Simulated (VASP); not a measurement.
Wanted: the native input for a VASP 6.6.1 run.

```
Task                   : single point
Functional             : r2SCAN
Potentials or basis    : VASP PAW PBE potentials, release 64 (Ag)
Cutoff                 : 520 eV
k mesh                 : 28 × 28 × 28
Occupations            : gaussian, width 0.15 eV
Spin                   : no spin polarisation
Dipole correction      : no
Further INCAR settings : ALGO = Normal; EDIFF = 1e-06; NBANDS = 12
```

Ag:

```xyz
1
Lattice="-1.5379 1.5379 1.8455 1.5379 -1.5379 1.8455 1.5379 1.5379 -1.8455" Properties=species:S:1:pos:R:3 pbc="T T T"
Ag    0.0000    0.0000    0.0000
```

This cell differs from its parent crystal: ratio of the length along z to the lengths across it x 1.2, volume and fractional coordinates fixed.

One way to write it, as run:

POSCAR

```
Ag
1.0
   -1.5379047365      1.5379047365      1.8454856838
    1.5379047365     -1.5379047365      1.8454856838
    1.5379047365      1.5379047365     -1.8454856838
Ag
1
Direct
    0.0000000000      0.0000000000      0.0000000000
```

INCAR.step1

```
PREC     = Accurate       # precision mode
ENCUT    = 520            # plane-wave cutoff, eV
ISMEAR   = 0              # smearing method
SIGMA    = 0.15           # smearing width, eV
LREAL    = F              # projectors in reciprocal space
LASPH    = T              # aspherical terms in the spheres
NELM     = 100            # most SCF steps
NBANDS   = 12             # bands
GGA      = PE             # functional
ALGO     = Normal         # electronic algorithm
EDIFF    = 1E-4           # SCF threshold, eV
LWAVE    = T              # write WAVECAR
LCHARG   = F              # write CHGCAR
```

INCAR.step2

```
PREC     = Accurate       # precision mode
ENCUT    = 520            # plane-wave cutoff, eV
EDIFF    = 1E-6           # SCF threshold, eV
ISMEAR   = 0              # smearing method
SIGMA    = 0.15           # smearing width, eV
LREAL    = F              # projectors in reciprocal space
LASPH    = T              # aspherical terms in the spheres
NELM     = 100            # most SCF steps
ALGO     = Normal         # electronic algorithm
ISIF     = 2              # what is computed and relaxed
LWAVE    = F              # write WAVECAR
LCHARG   = F              # write CHGCAR
METAGGA  = R2SCAN         # meta-GGA
LMIXTAU  = T            
NBANDS   = 12             # bands
ISTART   = 1
```

KPOINTS

```
Automatic mesh
0
Gamma
  28 28 28
```

Potentials or basis: VASP PAW PBE potentials, release 64 (Ag).

Launch:

```sh
$ cat potpaw_PBE.64/Ag/POTCAR > POTCAR
$ cp INCAR.step1 INCAR
$ mpirun -np 1 vasp_std > vasp.out
$ cp INCAR.step2 INCAR
$ mpirun -np 1 vasp_std > vasp.out
```

It gave:

- Pressure: -0.4 GPa
- Band gap on the k mesh: zero (an odd number of electrons rules out a gap without spin polarisation)

Caveat: the PAW data sets were made with another functional, which shifts forces and pressure a little.

Run time: 8.1 min on 1 thread of Intel(R) Xeon(R) Platinum 8488C (Sapphire Rapids), on a shared host, peak memory 0.42 GiB.
